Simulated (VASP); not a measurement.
# V (Im-3m) in VASP: a series of runs, part 2 of 2

VASP 6.6.1. Earlier steps stand in the parts before.

## 3. Single point, r2SCAN, collinear spin, ferromagnetic start

File POSCAR:

```
V
1.0
   -1.5139000000      1.5139000000      1.5139000000
    1.5139000000     -1.5139000000      1.5139000000
    1.5139000000      1.5139000000     -1.5139000000
V
1
Direct
    0.0000000000      0.0000000000      0.0000000000
```

File INCAR.step1:

```
PREC     = Accurate       # precision mode
ENCUT    = 520            # plane-wave cutoff, eV
ISMEAR   = -1             # smearing method
SIGMA    = 0.1            # smearing width, eV
LREAL    = F              # projectors in reciprocal space
LASPH    = T              # aspherical terms in the spheres
NELM     = 150            # most SCF steps
ISPIN    = 2              # spin polarisation
MAGMOM   = 1.2            # initial moments
NUPDOWN  = 1.2            # fixed moment
LMAXMIX  = 4              # l up to which the mixer works
NBANDS   = 16             # bands
GGA      = PE             # functional
ALGO     = Normal         # electronic algorithm
EDIFF    = 1E-4           # SCF threshold, eV
LWAVE    = T              # write WAVECAR
LCHARG   = F              # write CHGCAR
```

File INCAR.step2:

```
PREC     = Accurate       # precision mode
ENCUT    = 520            # plane-wave cutoff, eV
EDIFF    = 1E-7           # SCF threshold, eV
ISMEAR   = -1             # smearing method
SIGMA    = 0.1            # smearing width, eV
LREAL    = F              # projectors in reciprocal space
LASPH    = T              # aspherical terms in the spheres
NELM     = 150            # most SCF steps
ALGO     = Normal         # electronic algorithm
ISIF     = 2              # what is computed and relaxed
LWAVE    = F              # write WAVECAR
LCHARG   = F              # write CHGCAR
ISPIN    = 2              # spin polarisation
MAGMOM   = 1.2            # initial moments
LORBIT   = 11             # projections on sites
NUPDOWN  = 1.2            # fixed moment
LMAXMIX  = 4              # l up to which the mixer works
METAGGA  = R2SCAN         # meta-GGA
LMIXTAU  = T            
NBANDS   = 16             # bands
ISTART   = 1
```

File KPOINTS:

```
regular mesh
0
Gamma
  13 13 13
```

Potentials or basis: VASP PAW PBE potentials, release 64 (V_sv).

Command:

```
cat potpaw_PBE.64/V_sv/POTCAR > POTCAR
cp INCAR.step1 INCAR
mpirun -np 1 vasp_std > vasp.out
cp INCAR.step2 INCAR
mpirun -np 1 vasp_std > vasp.out
```

OUTCAR:

```text
PREC = Accurate
   ENCUT = 520
   EDIFF = 1E-7
   ISMEAR = -1
   LREAL = F
   LASPH = T
   NELM = 150
   ISIF = 2
   ISPIN = 2
   LORBIT = 11
   NUPDOWN = 1.2
   METAGGA = R2SCAN
   ISTART = 1

 ion  position               nearest neighbor table
   1  0.000  0.000  0.000-

  LATTYP: Found a body centered cubic cell.
 ALAT       =     3.0278000000

  Lattice vectors:

 A1 = (  -1.5139000000,   1.5139000000,   1.5139000000)
 A2 = (   1.5139000000,  -1.5139000000,   1.5139000000)
 A3 = (   1.5139000000,   1.5139000000,  -1.5139000000)

Analysis of symmetry for initial positions (statically):
=====================================================================
 Subroutine PRICEL returns:
 Original cell was already a primitive cell.

 Routine SETGRP: Setting up the symmetry group for a
 body centered cubic supercell.

 Subroutine GETGRP returns: Found 48 space group operations
 (whereof 48 operations were pure point group operations)
 out of a pool of 48 trial point group operations.

The static configuration has the point symmetry O_h .

Analysis of symmetry for dynamics (positions and initial velocities):
[... 639 lines left out ...]
 k-point     1 :       0.0000    0.0000    0.0000
  band No.  band energies     occupation
      1     -56.3191      1.00000
      2     -28.5261      1.00000
      3     -28.5261      1.00000
      4     -28.5261      1.00000
      5       2.7352      1.00000
      6      10.7731      0.00000
[... 435 lines left out ...]
      5       6.1985      1.00000
      6       9.4401      0.46115
[... 8 lines left out ...]
     15      39.7974      0.00000
     16      40.1440      0.00000

 [... further k-points ...]

------------------------ aborting loop because EDIFF is reached ----------------------------------------

  FORCE on cell =-STRESS in cart. coord.  units (eV):
  Direction    XX          YY          ZZ          XY          YZ          ZX
  --------------------------------------------------------------------------------------
  -------------------------------------------------------------------------------------
  Total        0.1478526      0.1478526      0.1478526     -0.0000000     -0.0000000      0.0000000
  in kB       17.0682079     17.0682079     17.0682079     -0.0000000     -0.0000000      0.0000000
  external PRESSURE =      17.0682079 kB  Pullay stress =       0.0000000 kB

 VOLUME and BASIS-vectors are now :
 -----------------------------------------------------------------------------
  energy-cutoff  :      520.00
  volume of cell :       13.88
      direct lattice vectors                 reciprocal lattice vectors
    -1.513900000  1.513900000  1.513900000     0.000000000  0.330272805  0.330272805
     1.513900000 -1.513900000  1.513900000     0.330272805  0.000000000  0.330272805
     1.513900000  1.513900000 -1.513900000     0.330272805  0.330272805  0.000000000

 POSITION                                       TOTAL-FORCE (eV/Angst)
 -----------------------------------------------------------------------------------
      0.00000      0.00000      0.00000        -0.000000      0.000000      0.000000
 -----------------------------------------------------------------------------------
    total drift:                                0.000000     -0.000000      0.000000

  FREE ENERGIE OF THE ION-ELECTRON SYSTEM (eV)
  ---------------------------------------------------
  free  energy   TOTEN  =       -13.9912806162 eV

  energy  without entropy=      -13.9447438503  energy(sigma->0) =      -13.96801223

 total charge

# of ion       s       p       d       tot
------------------------------------------
    1        2.329   6.236   3.006  11.572

 magnetization (x)

# of ion       s       p       d       tot
------------------------------------------
    1        0.013   0.068   0.938   1.018
```

OSZICAR.step1:

```text
N       E                     dE             d eps       ncg     rms          rms(c)
DAV:   1     0.913947851690E+02    0.91395E+02   -0.65204E+03  5504   0.885E+02
DAV:   2    -0.846580819520E+01   -0.99861E+02   -0.95629E+02  5912   0.268E+02
DAV:   3    -0.993844808263E+01   -0.14726E+01   -0.14708E+01  6064   0.357E+01
DAV:   4    -0.994432811656E+01   -0.58800E-02   -0.58800E-02  6408   0.237E+00
DAV:   5    -0.994438130287E+01   -0.53186E-04   -0.53186E-04  6200   0.210E-01    0.167E+01
DAV:   6    -0.877730550513E+01    0.11671E+01   -0.16203E+00  5496   0.204E+01    0.250E+00
DAV:   7    -0.877567606132E+01    0.16294E-02   -0.55847E-02  6152   0.263E+00    0.114E+00
DAV:   8    -0.877301630425E+01    0.26598E-02   -0.89864E-03  5656   0.106E+00    0.715E-01
DAV:   9    -0.877212083877E+01    0.89547E-03   -0.13310E-03  6336   0.424E-01    0.275E-01
DAV:  10    -0.877225193728E+01   -0.13110E-03   -0.14830E-04  4568   0.119E-01    0.317E-02
DAV:  11    -0.877226270472E+01   -0.10767E-04   -0.23868E-05  2784   0.451E-02
   1 F= -.87722627E+01 E0= -.87471385E+01  d E =-.502484E-01  mag=     1.2000
```

It took 2.6 min on 1 thread of Intel Xeon Platinum 8375C at 2.90GHz (Ice Lake), shared host; peak memory 0.15 GiB.

What came out:

- Free energy: -13.9913 eV
- Pressure: 1.7 GPa
- Net moment: 1.20 μB per cell
- Site moments: V +1.02 μB
- Valence electrons inside the program's atomic spheres: V 11.57

Caveat: the PAW data sets were made with another functional, which shifts forces and pressure a little; the total moment is fixed, so each spin has its own Fermi level.

## 4. Single point, r2SCAN, collinear spin, ferromagnetic start

POSCAR is that of step 3.

File INCAR.step1:

```
SYSTEM = V
PREC = Accurate
ENCUT = 520
ISMEAR = -1
SIGMA = 0.1
LREAL = .False.
LASPH = .True.
NELM = 150
ISPIN = 2
MAGMOM = 0.15
NUPDOWN = 0.15
LMAXMIX = 4
NBANDS = 16
GGA = PE
ALGO = Normal
EDIFF = 1E-4
LWAVE = .True.
LCHARG = .False.
```

File INCAR.step2:

```
SYSTEM = V
PREC = Accurate
ENCUT = 520
EDIFF = 1E-7
ISMEAR = -1
SIGMA = 0.1
LREAL = .False.
LASPH = .True.
NELM = 150
ALGO = Normal
ISIF = 2
LWAVE = .False.
LCHARG = .False.
ISPIN = 2
MAGMOM = 0.15
LORBIT = 11
NUPDOWN = 0.15
LMAXMIX = 4
METAGGA = R2SCAN
LMIXTAU = .True.
NBANDS = 16
ISTART = 1
```

File KPOINTS:

```
Automatic mesh
0
Gamma
  13 13 13
  0 0 0
```

Command:

```
cat potpaw_PBE.64/V_sv/POTCAR > POTCAR
cp INCAR.step1 INCAR
mpirun -np 1 vasp_std > vasp.out
cp INCAR.step2 INCAR
mpirun -np 1 vasp_std > vasp.out
```

Run time: 3.4 min. Hardware: 1 thread of Intel Xeon Platinum 8375C at 2.90GHz (Ice Lake), shared host; peak memory 0.15 GiB.

The run converged. Its results:

- Free energy: -14.1439 eV
- Pressure: -7.0 GPa
- Net moment: 0.15 μB per cell
- Site moments: V +0.13 μB
- Valence electrons inside the program's atomic spheres: V 11.57

Caveat: the PAW data sets were made with another functional, which shifts forces and pressure a little; the total moment is fixed, so each spin has its own Fermi level.

## 5. Single point, r2SCAN, collinear spin, ferromagnetic start

POSCAR is that of step 4.

File INCAR.step1:

```
PREC = Accurate
ENCUT = 520
ISMEAR = -1
SIGMA = 0.1
LREAL = F
LASPH = T
NELM = 150
ISPIN = 2
MAGMOM = 0.45
NUPDOWN = 0.45
LMAXMIX = 4
NBANDS = 16
GGA = PE
ALGO = Normal
EDIFF = 1E-4
LWAVE = T
LCHARG = F
```

File INCAR.step2:

```
PREC = Accurate
ENCUT = 520
EDIFF = 1E-7
ISMEAR = -1
SIGMA = 0.1
LREAL = F
LASPH = T
NELM = 150
ALGO = Normal
ISIF = 2
LWAVE = F
LCHARG = T
ISPIN = 2
MAGMOM = 0.45
LORBIT = 11
NUPDOWN = 0.45
LMAXMIX = 4
METAGGA = R2SCAN
LMIXTAU = T
LELF = T
LVHAR = T
NBANDS = 16
ISTART = 1
```

File KPOINTS:

```
regular mesh
0
Gamma
  13 13 13
```

Command:

```
cat potpaw_PBE.64/V_sv/POTCAR > POTCAR
cp INCAR.step1 INCAR
mpirun -np 1 vasp_std > vasp.out
cp INCAR.step2 INCAR
mpirun -np 1 vasp_std > vasp.out
```

Wall time 3.3 min (1 thread of Intel Xeon Platinum 8375C at 2.90GHz (Ice Lake), shared host); peak memory 0.15 GiB.

The run converged. Its results:

* Free energy: -14.1407 eV
* Pressure: -6.2 GPa
* Net moment: 0.45 μB per cell
* Site moments: V +0.39 μB
* Valence electrons inside the program's atomic spheres: V 11.57

Caveat: the PAW data sets were made with another functional, which shifts forces and pressure a little; the total moment is fixed, so each spin has its own Fermi level.

## 6. Single point, r2SCAN, collinear spin, ferromagnetic start

POSCAR is that of step 5.

File INCAR.step1:

```
SYSTEM = V
ALGO = Normal ; EDIFF = 1E-4
ENCUT = 520 ; GGA = PE
ISMEAR = -1 ; ISPIN = 2
LASPH = .TRUE. ; LCHARG = .FALSE.
LMAXMIX = 4 ; LREAL = .FALSE.
LWAVE = .TRUE. ; MAGMOM = 0.75
NBANDS = 16 ; NELM = 150
NUPDOWN = 0.75 ; PREC = Accurate
SIGMA = 0.1
```

File INCAR.step2:

```
SYSTEM = V
ALGO = Normal ; EDIFF = 1E-7
ENCUT = 520 ; ISIF = 2
ISMEAR = -1 ; ISPIN = 2
ISTART = 1 ; LASPH = .TRUE.
LCHARG = .FALSE. ; LMAXMIX = 4
LMIXTAU = .TRUE. ; LORBIT = 11
LREAL = .FALSE. ; LWAVE = .FALSE.
MAGMOM = 0.75 ; METAGGA = R2SCAN
NBANDS = 16 ; NELM = 150
NUPDOWN = 0.75 ; PREC = Accurate
SIGMA = 0.1
```

File KPOINTS:

```
k-points
0
G
  13 13 13
  0 0 0
```

Potentials or basis: VASP PAW PBE potentials, release 64 (V_sv).

Command:

```
cat potpaw_PBE.64/V_sv/POTCAR > POTCAR
cp INCAR.step1 INCAR
mpirun -np 1 vasp_std > vasp.out
cp INCAR.step2 INCAR
mpirun -np 1 vasp_std > vasp.out
```

It took 3.3 min on 1 thread of Intel Xeon Platinum 8375C at 2.90GHz (Ice Lake), shared host; peak memory 0.15 GiB.

Results (log left out):

- Free energy: -14.1203 eV
- Pressure: -4.1 GPa
- Net moment: 0.75 μB per cell
- Site moments: V +0.64 μB
- Valence electrons inside the program's atomic spheres: V 11.57

Caveat: the PAW data sets were made with another functional, which shifts forces and pressure a little; the total moment is fixed, so each spin has its own Fermi level.

## 7. Summary

| fixed moment (μB) | pressure (GPa) | moment (μB) |
| --- | --- | --- |
| 0.9 | -2.5 | 0.90 |
| 1.2 | 1.7 | 1.20 |
| 0.15 | -7.0 | 0.15 |
| 0.45 | -6.2 | 0.45 |
| 0.75 | -4.1 | 0.75 |

Alike in all rows: task single point; level r2SCAN; potentials or basis VASP PAW PBE potentials, release 64 (V_sv); spin collinear, ferromagnetic start; cell as given; k mesh 13 × 13 × 13; cutoff (eV) 520; smearing fermi-dirac 0.1 eV.

Caveats: the PAW data sets were made with another functional, which shifts forces and pressure a little; the total moment is fixed, so each spin has its own Fermi level.

Total energies depend on the potentials used, so only differences within one code and one set of settings carry meaning.
